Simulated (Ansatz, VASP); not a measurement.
Na: VASP beside Ansatz

```xyz
1
Lattice="3.3954 0.0000 0.0000 0.0000 3.3954 0.0000 0.0000 0.0000 3.3954" Properties=species:S:1:pos:R:3 pbc="T T T"
Na    0.0000    0.0000    0.0000
```

Change from the starting cell: volume scaled by 1, PAW files.

Alike in both runs: task single point; functional PBEsol; k mesh 12 × 12 × 12; occupations fermi-dirac, width 0.08 eV; no spin polarisation.

|  | VASP | Ansatz |
| --- | --- | --- |
| version | VASP 6.6.1 | Ansatz 0.2.0 |
| potentials or method | VASP PAW PBE potentials, release 64 (Na_pv) | PAW with Ansatz's default frozen-core files, scalar-relativistic |
| plane-wave cutoff (eV) | 520 | 420 |
| valence electrons in the cell | 7 | 9 |

|  | VASP | Ansatz | Ansatz less VASP |
| --- | --- | --- | --- |
| pressure (GPa) | -0.1 | 0.0 | +0.03 |

VASP's potentials were made for PBE, not for PBEsol. VASP's potentials hold 7 valence electrons a cell and Ansatz's 9, so a difference there can come from the potentials and not from the codes.
